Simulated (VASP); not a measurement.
Here is a VASP 6.6.1 calculation.

The input INCAR:

```
PREC     = Accurate       # precision mode
ENCUT    = 520            # plane-wave cutoff, eV
EDIFF    = 1E-6           # SCF threshold, eV
ISMEAR   = 0              # smearing method
SIGMA    = 0.1            # smearing width, eV
LREAL    = F              # projectors in reciprocal space
LASPH    = T              # aspherical terms in the spheres
NELM     = 60             # most SCF steps
ALGO     = Normal         # electronic algorithm
ISIF     = 2              # what is computed and relaxed
LWAVE    = F              # write WAVECAR
LCHARG   = F              # write CHGCAR
GGA      = PE             # functional
NBANDS   = 45             # bands
```

Contents of KPOINTS:

```
Automatic mesh
0
Gamma
  6 6 6
```

Contents of POSCAR:

```
Mg2GeN3
1.0
    5.1111784965     -2.9573908669      0.0000000000
    5.1111784965      2.9573908669      0.0000000000
    0.0000000000      0.0000000000      4.9720792793
Mg Ge N
4 2 6
Direct
    0.5015577800      0.1680340164      0.0209544087
    0.4984422200      0.8319659836      0.5209544087
    0.1680340164      0.5015577800      0.5209544087
    0.8319659836      0.4984422200      0.0209544087
    0.1630621258      0.8369378742      0.0038158212
    0.8369378742      0.1630621258      0.5038158212
    0.4721420865      0.8340936533      0.0847758628
    0.1659063467      0.5278579135      0.0847758628
    0.1386045312      0.8613954688      0.6237236359
    0.8340936533      0.4721420865      0.5847758628
    0.5278579135      0.1659063467      0.5847758628
    0.8613954688      0.1386045312      0.1237236359
```

Potentials or basis: VASP PAW PBE potentials, release 64 (Mg, Ge_d, N).

The run is started by

```bash
$ cat potpaw_PBE.64/Mg/POTCAR potpaw_PBE.64/Ge_d/POTCAR potpaw_PBE.64/N/POTCAR > POTCAR
$ mpirun -np 1 vasp_std > vasp.out
```

Question: Predict the band gap on the k mesh.

Answer: Zero (bands 33 and 34 overlap by 0.56 eV).

Question: What does it give for the pressure?

Answer: -0.4 GPa.

Question: Predict the largest force.

Answer: 0.012 eV/Å.

Forces on the atoms (eV/Å):
```
Mg  -0.002  0.001  0.001
Mg   0.002 -0.001  0.001
Mg  -0.002 -0.001  0.001
Mg   0.002  0.001  0.001
Ge   0.000 -0.005 -0.001
Ge   0.000  0.005 -0.001
N   -0.010  0.006 -0.002
N    0.010  0.006 -0.002
N    0.000  0.009  0.003
N   -0.010 -0.006 -0.002
N    0.010 -0.006 -0.002
N    0.000 -0.009  0.003
```
